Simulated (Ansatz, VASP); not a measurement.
**Sb in VASP and in Ansatz**

```
Sb
1.0
    -1.89474    1.89474    1.89474
     1.89474   -1.89474    1.89474
     1.89474    1.89474   -1.89474
Sb
1
Direct
  0.00000 0.00000 0.00000
```

Alike in both runs: functional r2SCAN; k mesh 10 × 10 × 10; occupations gaussian, width 0.1 eV; no spin polarisation.

Ansatz relaxed the structure, and its values are those at the end. VASP's run is a single point on that final structure, the one shown.

|  | VASP | Ansatz |
| --- | --- | --- |
| version | VASP 6.6.1 | Ansatz 0.2.0 |
| potentials or method | VASP PAW PBE potentials, release 64 (Sb), cutoff 550 eV | scalar-relativistic, plane waves, PAW |
| valence electrons in the cell | 5 | 15 |

Ansatz gave:

- gap on the k mesh at the Fermi level (eV): none
- pressure (GPa): 0.0

Which values does VASP return?

gap on the k mesh at the Fermi level (eV): none; pressure (GPa): -0.1.

VASP's potentials were made for PBE, not for r2SCAN. A gap of «none» marks a metal or a gap that the smearing closes. VASP's potentials hold 5 valence electrons a cell and Ansatz's 15, so a difference there can come from the potentials and not from the codes.

Neither program's run includes spin-orbit coupling.
